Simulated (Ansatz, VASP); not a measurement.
# One calculation of Hf4H3, two programs

```
CELL_PARAMETERS angstrom
3.26462 -0.00001 -0.00017
-1.63253 2.76476 0.06195
0.00055 0.24122 10.80867
ATOMIC_POSITIONS crystal
Hf 0.99627 0.99253 0.98189
Hf 0.30988 0.61970 0.25499
Hf 0.71771 0.43557 0.51151
Hf 0.35438 0.70884 0.74519
H 0.32619 0.65243 0.06444
H 0.98242 0.96471 0.18098
H 0.64647 0.29288 0.32349
```

Change from the starting cell: cell x1, atoms moved at random (sigma 0.15 Å) and cell strained at random (1.5 %), then relaxed without symmetry.

Alike in both runs: functional PBE; k mesh 6 × 6 × 2; occupations gaussian, width 0.2 eV; no spin polarisation.

Ansatz relaxed the structure, and its values are those at the end. VASP's run is a single point on that final structure, the one shown.

|  | VASP | Ansatz |
| --- | --- | --- |
| version | VASP 6.6.1 | Ansatz 0.2.0 |
| potentials or method | VASP PAW PBE potentials, release 64 (Hf_pv, H), cutoff 520 eV | scalar-relativistic, plane waves, PAW |
| valence electrons in the cell | 43 | 107 |

|  | VASP | Ansatz | Ansatz less VASP |
| --- | --- | --- | --- |
| gap on the k mesh at the Fermi level (eV) | none | none | - |
| pressure (GPa) | -0.5 | 0.1 | +0.59 |
| rms of the force components (eV/Å) | 0.004 | 0.002 | -0.0019 |

A gap of «none» marks a metal or a gap that the smearing closes. VASP's potentials hold 43 valence electrons a cell and Ansatz's 107, so a difference there can come from the potentials and not from the codes.

The k mesh is coarse, so the values compare programs but aren't converged. Spin-orbit coupling is off throughout.
